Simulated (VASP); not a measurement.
# AlB2N3 (P-6m2) in VASP: a series of runs

AlB2N3 is run at these levels: PBE; tasks: single point, relaxation of cell and atoms.

Everything below comes from runs of VASP 6.6.1. Logs are shortened: lines on timing, memory, paths and dates and some standing lists are left out, and cuts for length are marked.

## Step 1: The cell of the first run

Symmetry: P-6m2, No. 187, hexagonal system. The conventional cell has a = 3.624 Å, b = 3.624 Å, c = 4.203 Å, α = 90.00°, β = 90.00°, γ = 120.00°. Al (site symmetry -6m2) has 6 N at 2.09 Å and 2 B at 2.10 Å within 2.8 Å. Within 2.8 Å of B (site symmetry -6m2) lie 3 B at 2.09 Å and 3 N at 2.09 Å and 2 Al at 2.10 Å. Within 2.8 Å of B (site symmetry -6m2) lie 5 N at 2.09 to 2.10 Å and 3 B at 2.09 Å. Within 2.8 Å of N (site symmetry -6m2) lie 5 N at 2.09 to 2.10 Å and 3 Al at 2.09 Å. N (site symmetry -6m2) has 3 N at 2.09 Å and 3 Al at 2.09 Å and 2 B at 2.10 Å within 2.8 Å. N (site symmetry -6m2) has 6 B at 2.09 Å and 2 N at 2.10 Å within 2.8 Å.

The cell was generated, and may not be a known phase.

## Step 2: Single point, PBE

Input file INCAR:

```
PREC = Accurate ; ENCUT = 520
EDIFF = 1E-6 ; ISMEAR = 0
SIGMA = 0.1 ; LREAL = False
LASPH = True ; NELM = 60
ALGO = Normal ; ISIF = 2
LWAVE = False ; LCHARG = True
GGA = PE ; LELF = True
LVHAR = True ; NBANDS = 21
```

Input file KPOINTS:

```
Automatic mesh
0
Gamma
  12 12 10
```

Input file POSCAR:

```
AlB2N3
1.0
    3.6235354849      0.0000000000      0.0000000000
   -1.8117677425      3.1380737814      0.0000000000
    0.0000000000      0.0000000000      4.2028350248
Al B N
1 2 3
Direct
    0.0000000000      0.0000000000      0.0000000000
    0.0000000000      0.0000000000      0.5000000000
    0.6666666667      0.3333333333      0.5000000000
    0.3333333333      0.6666666667      0.0000000000
    0.6666666667      0.3333333333      0.0000000000
    0.3333333333      0.6666666667      0.5000000000
```

Potentials or basis: VASP PAW PBE potentials, release 64 (Al, B, N).

Command:

```console
$ cat potpaw_PBE.64/Al/POTCAR potpaw_PBE.64/B/POTCAR potpaw_PBE.64/N/POTCAR > POTCAR
$ mpirun -np 1 vasp_std > vasp.out
```

OUTCAR:

```text
PREC = Accurate
   ENCUT = 520
   EDIFF = 1E-6
   ISMEAR = 0
   LREAL = False
   LASPH = True
   NELM = 60
   ISIF = 2
   GGA = PE

 ion  position               nearest neighbor table
   1  0.000  0.000  0.000-   4 2.09   5 2.09   4 2.09   5 2.09   5 2.09   4 2.09   2 2.10   2 2.10

   2  0.000  0.000  0.500-   3 2.09   3 2.09   3 2.09   1 2.10   1 2.10
   3  0.667  0.333  0.500-   2 2.09   2 2.09   2 2.09
   4  0.333  0.667  0.000-   1 2.09   1 2.09   1 2.09
   5  0.667  0.333  0.000-   1 2.09   1 2.09   1 2.09
   6  0.333  0.667  0.500-

  LATTYP: Found a hexagonal cell.
 ALAT       =     3.6235354849
 C/A-ratio  =     1.1598713583

  Lattice vectors:

 A1 = (   3.6235354849,   0.0000000000,   0.0000000000)
 A2 = (  -1.8117677425,   3.1380737814,   0.0000000000)
 A3 = (   0.0000000000,   0.0000000000,   4.2028350248)

Analysis of symmetry for initial positions (statically):
=====================================================================
 Subroutine PRICEL returns:
 Original cell was already a primitive cell.

 Routine SETGRP: Setting up the symmetry group for a
 hexagonal supercell.

 Subroutine GETGRP returns: Found 12 space group operations
 (whereof 12 operations were pure point group operations)
 out of a pool of 24 trial point group operations.

The static configuration has the point symmetry D_3h.

Analysis of symmetry for dynamics (positions and initial velocities):
=====================================================================
 Subroutine PRICEL returns:
 Original cell was already a primitive cell.

 Routine SETGRP: Setting up the symmetry group for a
 hexagonal supercell.

 Subroutine GETGRP returns: Found 12 space group operations
 (whereof 12 operations were pure point group operations)
 out of a pool of 24 trial point group operations.

The dynamic configuration has the point symmetry D_3h.

 Subroutine INISYM returns: Found 12 space group operations
 (whereof 12 operations are pure point group operations),
 and found     1 'primitive' translations

----------------------------------------------------------------------------------------

                                     Primitive cell

  volume of cell :      47.7901

  direct lattice vectors                    reciprocal lattice vectors
     3.623535485  0.000000000  0.000000000     0.275973563  0.159333411  0.000000000
    -1.811767743  3.138073781  0.000000000     0.000000000  0.318666822  0.000000000
     0.000000000  0.000000000  4.202835025     0.000000000  0.000000000  0.237934631

  length of vectors
     3.623535485  3.623535485  4.202835025     0.318666822  0.318666822  0.237934631

  position of ions in fractional coordinates (direct lattice)
     0.000000000  0.000000000  0.000000000
     0.000000000  0.000000000  0.500000000
     0.666666667  0.333333333  0.500000000
     0.333333333  0.666666667  0.000000000
     0.666666667  0.333333333  0.000000000
     0.333333333  0.666666667  0.500000000

  ion indices of the primitive-cell ions
   primitive index   ion index
                 1           1
                 2           2
                 3           3
                 4           4
                 5           5
                 6           6

----------------------------------------------------------------------------------------

 KPOINTS: Automatic mesh

Automatic generation of k-mesh.
 Grid dimensions read from file:
 generate k-points for:   12   12   10

 Generating k-lattice:

  Cartesian coordinates                     Fractional coordinates (reciprocal lattice)
     0.022997797  0.013277784  0.000000000     0.083333333  0.000000000  0.000000000
     0.000000000  0.026555569  0.000000000     0.000000000  0.083333333  0.000000000
     0.000000000  0.000000000  0.023793463     0.000000000  0.000000000  0.100000000

  Length of vectors
     0.026555569  0.026555569  0.023793463

  Shift w.r.t. Gamma in fractional coordinates (k-lattice)
     0.000000000  0.000000000  0.000000000

 Subroutine IBZKPT returns following result:
 ===========================================

 Found    114 irreducible k-points:

 Following reciprocal coordinates:
            Coordinates               Weight
  0.000000  0.000000  0.000000      1.000000
  0.083333  0.000000  0.000000      6.000000
  0.166667  0.000000  0.000000      6.000000
  0.250000  0.000000  0.000000      6.000000
  0.333333  0.000000  0.000000      6.000000
  0.416667  0.000000  0.000000      6.000000
[... 16 lines left out ...]
  0.250000  0.000000  0.100000     12.000000
  0.333333  0.000000  0.100000     12.000000
 [... further k-points ...]
   k-points           NKPTS =    114   k-points in BZ     NKDIM =    114   number of bands    NBANDS=     21
   number of dos      NEDOS =    301   number of ions     NIONS =      6
   total plane-waves  NPLWV =  25088
   dimension x,y,z NGX =    28 NGY =   28 NGZ =   32
   dimension x,y,z NGXF=    56 NGYF=   56 NGZF=   64
   ions per type =               1   2   3
   NGX,Y,Z   is equivalent  to a cutoff of  12.85, 12.85, 12.66 a.u.
   NGXF,Y,Z  is equivalent  to a cutoff of  25.69, 25.69, 25.32 a.u.
 SYSTEM =  unknown system
   PREC   = accura    normal or accurate (medium, high low for compatibility)
   ISTART =      0    job   : 0-new  1-cont  2-samecut
   ICHARG =      2    charge: 1-file 2-atom 10-const
   ISPIN  =      1    spin polarized calculation?
   LNONCOLLINEAR =      F non collinear calculations
   LSORBIT =      F    spin-orbit coupling
   LASPH  =      T    aspherical Exc in radial PAW
   ENCUT  =  520.0 eV  38.22 Ry    6.18 a.u.   6.74  6.74  7.81*2*pi/ulx,y,z
   NELM   =     60;   NELMIN=  2; NELMDL= -5     # of ELM steps
   EDIFF  = 0.1E-05   stopping-criterion for ELM
   LREAL  =      F    real-space projection
   EDIFFG = 0.1E-04   stopping-criterion for IOM
   NSW    =      0    number of steps for IOM
   IBRION =     -1    ionic relax: 0-MD 1-quasi-New 2-CG
   NFREE  =      0    steps in history (QN), initial steepest desc. (CG)
   ISIF   =      2    stress and relaxation
   ISYM   =      2    0-nonsym 1-usesym 2-fastsym
   POTIM  = 0.5000    time-step for ionic-motion
   TEBEG  =    0.0;   TEEND  =   0.0 temperature during run
   PSTRESS=    0.0 pullay stress
   NELECT =      24.0000    total number of electrons
   NUPDOWN=      -1.0000    fix difference up-down
   EMIN   =  10.00;   EMAX   =-10.00  energy-range for DOS
   EFERMI =   0.00;   METHOD = LEGACY
   ISMEAR =     0;   SIGMA  =   0.10  broadening in eV -4-tet -1-fermi 0-gaus
   EFERMI_NEDOS =   21; number of points for ismear=-14 and -15
   IALGO  =     38    algorithm
   IMIX   =      4    mixing-type and parameters
     AMIX     =   0.40;   BMIX     =  1.00
     AMIX_MAG =   1.60;   BMIX_MAG =  1.00
  volume/ion in A,a.u.               =       7.97        53.75
  Fermi-wavevector in a.u.,A,eV,Ry     =   1.301265  2.459035 23.038634  1.693292
  Thomas-Fermi vector in A             =   2.432410
   LORBIT       =      0    0 simple, 1 ext, 2 COOP (PROOUT), +10 PAW based schemes
   GGA     = PE    functional components
   LHFCALC =     F    Hartree Fock is set to
   AEXX    =    0.0000 exact exchange contribution
   IVDW    =     0    specifies the selected vdW correction
   LEPSILON=     F    determine dielectric tensor
   LRPA    =     F    only Hartree local field effects (RPA)
 non-spin polarized calculation
 Gauss-broadening in eV      SIGMA  =   0.10
  energy-cutoff  :      520.00
  volume of cell :       47.79
 maximum number of plane-waves:      1320
 NGX is ok and might be reduce to    28
   NGX = 13   NGY = 13   NGZ = 15

 number of electron      24.0000000 magnetization

 Free energy of the ion-electron system (eV)
  ---------------------------------------------------
  ext. energy  EPLUGINS =         0.00000000
  ---------------------------------------------------
  free energy    TOTEN  =       -30.93582755 eV

  energy without entropy =      -30.92298629  energy(sigma->0) =      -30.92940692

 E-fermi :   7.4649     XC(G=0): -12.1743

 val. band max:        7.4629064847   @ k =   0.3333   0.0833   0.4000
 cond. band min:       7.4714309362   @ k =   0.1667   0.0000   0.1000
 fundamental gap:      0.0085244515
 Fermi energy:         7.4649007259

 k-point     1 :       0.0000    0.0000    0.0000
  band No.  band energies     occupation
      1     -11.2734      2.00000
      2      -7.0049      2.00000
      3      -3.3511      2.00000
      4      -0.9176      2.00000
      5       1.6107      2.00000
      6       1.6107      2.00000
[... 13 lines left out ...]
     20      18.0943      0.00000
     21      18.0944      0.00000

 k-point     2 :       0.0833    0.0000    0.0000
  band No.  band energies     occupation
      1     -11.2011      2.00000
      2      -6.9748      2.00000
      3      -3.5718      2.00000
      4      -0.8383      2.00000
      5       1.3196      2.00000
      6       1.3627      2.00000
[... 13 lines left out ...]
     20      17.8387      0.00000
     21      17.8807      0.00000

 k-point     3 :       0.1667    0.0000    0.0000
  band No.  band energies     occupation
      1     -10.9877      2.00000
      2      -6.9025      2.00000
      3      -4.1190      2.00000
      4      -0.6035      2.00000
      5       0.4122      2.00000
      6       0.8693      2.00000
[... 13 lines left out ...]
     20      17.1144      0.00000
     21      17.2965      0.00000

 k-point     4 :       0.2500    0.0000    0.0000
  band No.  band energies     occupation
      1     -10.6458      2.00000
      2      -6.8610      2.00000
      3      -4.7537      2.00000
      4      -0.5052      2.00000
      5      -0.2235      2.00000
      6       0.3884      2.00000
[... 13 lines left out ...]
     20      16.4470      0.00000
     21      17.2652      0.00000

 k-point     5 :       0.3333    0.0000    0.0000
  band No.  band energies     occupation
      1     -10.2056      2.00000
      2      -7.0116      2.00000
      3      -5.1984      2.00000
      4      -1.2599      2.00000
      5       0.0141      2.00000
      6       0.2763      2.00000
[... 13 lines left out ...]
     20      15.9535      0.00000
     21      16.6104      0.00000

 k-point     6 :       0.4167    0.0000    0.0000
  band No.  band energies     occupation
      1      -9.7493      2.00000
      2      -7.3971      2.00000
      3      -5.3226      2.00000
      4      -1.7732      2.00000
      5      -0.2192      2.00000
      6       0.8254      2.00000
[... 13 lines left out ...]
     20      15.6533      0.00000
     21      15.9281      0.00000

 k-point     7 :       0.5000    0.0000    0.0000
  band No.  band energies     occupation
      1      -9.5147      2.00000
      2      -7.6385      2.00000
      3      -5.3210      2.00000
      4      -1.9598      2.00000
      5      -0.2982      2.00000
      6       1.1444      2.00000
[... 13 lines left out ...]
     20      15.5989      0.00000
     21      15.6026      0.00000
[... 291 lines left out ...]
      1     -11.2161      2.00000
      2      -7.1895      2.00000
      3      -3.3808      2.00000
      4      -0.6138      2.00000
      5       1.6562      2.00000
      6       1.6562      2.00000
[... 13 lines left out ...]
     20      18.0795      0.00000
     21      18.0796      0.00000

 k-point    21 :       0.0833    0.0000    0.1000
  band No.  band energies     occupation
      1     -11.1438      2.00000
      2      -7.1543      2.00000
      3      -3.6016      2.00000
      4      -0.5426      2.00000
      5       1.3269      2.00000
      6       1.4115      2.00000
[... 13 lines left out ...]
     20      17.8169      0.00000
     21      17.9278      0.00000

 k-point    22 :       0.1667    0.0000    0.1000
  band No.  band energies     occupation
      1     -10.9307      2.00000
      2      -7.0644      2.00000
      3      -4.1548      2.00000
      4      -0.3438      2.00000
      5       0.4178      2.00000
      6       0.9222      2.00000
[... 13 lines left out ...]
     20      17.2829      0.00000
     21      17.2872      0.00000

 k-point    23 :       0.2500    0.0000    0.1000
  band No.  band energies     occupation
      1     -10.5891      2.00000
      2      -6.9830      2.00000
      3      -4.8154      2.00000
      4      -0.5867      2.00000
      5       0.0838      2.00000
      6       0.4437      2.00000
[... 13 lines left out ...]
     20      16.6467      0.00000
     21      17.2964      0.00000

 k-point    24 :       0.3333    0.0000    0.1000
  band No.  band energies     occupation
      1     -10.1493      2.00000
      2      -7.0625      2.00000
      3      -5.3164      2.00000
      4      -1.3307      2.00000
      5       0.0709      2.00000
      6       0.5107      2.00000
[... 13 lines left out ...]
     20      16.1602      0.00000
     21      16.6472      0.00000

 [... further k-points ...]

------------------------ aborting loop because EDIFF is reached ----------------------------------------

  FORCE on cell =-STRESS in cart. coord.  units (eV):
  Direction    XX          YY          ZZ          XY          YZ          ZX
  --------------------------------------------------------------------------------------
  -------------------------------------------------------------------------------------
  Total       -0.0384357     -0.0384357     -0.0457852      0.0000000     -0.0000000      0.0000000
  in kB       -1.2885676     -1.2885676     -1.5349627      0.0000000     -0.0000000      0.0000000
  external PRESSURE =      -1.3706993 kB  Pullay stress =       0.0000000 kB

 VOLUME and BASIS-vectors are now :
 -----------------------------------------------------------------------------
  energy-cutoff  :      520.00
  volume of cell :       47.79
      direct lattice vectors                 reciprocal lattice vectors
     3.623535485  0.000000000  0.000000000     0.275973563  0.159333411  0.000000000
    -1.811767743  3.138073781  0.000000000     0.000000000  0.318666822  0.000000000
     0.000000000  0.000000000  4.202835025     0.000000000  0.000000000  0.237934631

 POSITION                                       TOTAL-FORCE (eV/Angst)
 -----------------------------------------------------------------------------------
      0.00000      0.00000      0.00000        -0.000000      0.000000      0.000000
      0.00000      0.00000      2.10142        -0.000000      0.000000      0.000000
      1.81177      1.04602      2.10142        -0.000000      0.000000      0.000000
     -0.00000      2.09205      0.00000        -0.000000      0.000000      0.000000
      1.81177      1.04602      0.00000         0.000000     -0.000000      0.000000
     -0.00000      2.09205      2.10142         0.000000     -0.000000      0.000000
 -----------------------------------------------------------------------------------
    total drift:                                0.000000     -0.000000     -0.000000

  FREE ENERGIE OF THE ION-ELECTRON SYSTEM (eV)
  ---------------------------------------------------
  free  energy   TOTEN  =       -30.9358275521 eV

  energy  without entropy=      -30.9229862914  energy(sigma->0) =      -30.92940692
```

It took 49 s on 1 thread of Intel Xeon 6975P-C (Granite Rapids), shared host; peak memory 0.23 GiB.

Results:

| Item | Value |
| --- | --- |
| Free energy | -30.9358 eV |
| Pressure | -0.1 GPa |
| Band gap on the k mesh | zero (bands 12 and 13 overlap by 2.26 eV) |

Levels at points of the mesh, in eV from the Fermi level:
```csv
k point,band 8,band 9,band 10,band 11,band 12,band 13,band 14,band 15,band 16,band 17
"(0.00, 0.00, 0.00)",-3.80,-3.80,-2.53,-2.25,-2.25,0.37,0.37,1.04,1.14,3.30
"(0.50, 0.00, 0.00)",-4.89,-4.54,-2.38,-0.97,0.44,1.18,2.14,3.40,4.11,5.12
"(0.00, 0.00, 0.50)",-4.26,-3.46,-2.12,-1.67,-1.67,-1.50,-1.50,-0.46,0.21,3.89
"(0.50, 0.00, 0.50)",-5.28,-1.55,-1.25,-0.51,0.21,0.57,1.38,3.14,3.51,3.71
```

## Step 3: Relaxation of cell and atoms, PBE

Input file INCAR:

```
PREC = Accurate ; ENCUT = 600
EDIFF = 1E-7 ; ISMEAR = 0
SIGMA = 0.1 ; LREAL = False
LASPH = True ; NELM = 80
ALGO = Normal ; ISIF = 3
LWAVE = False ; LCHARG = False
GGA = PE ; IBRION = 2
NSW = 100 ; EDIFFG = -0.01
```

Input file KPOINTS:

```
regular mesh
0
Gamma
  12 12 10
```

POSCAR, as its differences from that of step 2:

```diff
@@ -2,5 +2,5 @@
 1.0
-    3.6235354849      0.0000000000      0.0000000000
-   -1.8117677425      3.1380737814      0.0000000000
-    0.0000000000      0.0000000000      4.2028350248
+    3.6121488939      0.0000000000      0.0000000000
+   -1.8060744470      3.1282127044      0.0000000000
+    0.0000000000      0.0000000000      4.2244366063
 Al B N
```

Potentials or basis: VASP PAW PBE potentials, release 64 (Al, B, N).

Command:

```console
$ cat potpaw_PBE.64/Al/POTCAR potpaw_PBE.64/B/POTCAR potpaw_PBE.64/N/POTCAR > POTCAR
$ mpirun -np 1 vasp_std > vasp.out
```

Wall time 2.5 min (1 thread of Intel Xeon 6975P-C (Granite Rapids), shared host); peak memory 0.24 GiB.

It converged, with:

```
Free energy                           : -30.9426 eV
Relaxed volume                        : 7.94 Å³/atom
Relaxed cell                          : a = 3.621 Å, b = 3.621 Å, c = 4.197 Å, α = 90.00°, β = 90.00°, γ = 120.00°
Space group after relaxing (to 0.1 Å) : P-6m2 (No. 187)
Energy gained by relaxing             : 0.1 meV/atom
Ionic steps                           : 4
Pressure after relaxing               : 0.2 GPa
Band gap on the k mesh                : zero (bands 12 and 13 overlap by 2.27 eV)
```

Step by step:
```
step  energy change (eV)  largest force (eV/Å)  pressure (GPa)  volume (Å³)
   1              0.0000                0.0000            0.08        47.73
   2             -0.0004                0.0000           -0.08        47.76
   3             -0.0007                0.0000           -0.36        47.81
   4             -0.0008                0.0000            0.16        47.67
```

Final structure:
```
Al B N
1.0
     3.62143    0.00000    0.00000
    -1.81071    3.13625    0.00000
     0.00000    0.00000    4.19695
Al B N
1 2 3
Direct
  0.00000 0.00000 0.00000
  0.00000 0.00000 0.50000
  0.66667 0.33333 0.50000
  0.33333 0.66667 0.00000
  0.66667 0.33333 0.00000
  0.33333 0.66667 0.50000
```

Levels at points of the mesh, in eV from the Fermi level:
| k point | band 10 | band 11 | band 12 | band 13 | band 14 | band 15 |
| --- | --- | --- | --- | --- | --- | --- |
| (0.00, 0.00, 0.00) | -2.55 | -2.26 | -2.26 | 0.37 | 0.37 | 1.03 |
| (0.50, 0.00, 0.00) | -2.38 | -0.98 | 0.44 | 1.18 | 2.14 | 3.42 |
| (0.00, 0.00, 0.50) | -2.12 | -1.67 | -1.67 | -1.51 | -1.51 | -0.46 |
| (0.50, 0.00, 0.50) | -1.25 | -0.51 | 0.21 | 0.57 | 1.38 | 3.15 |
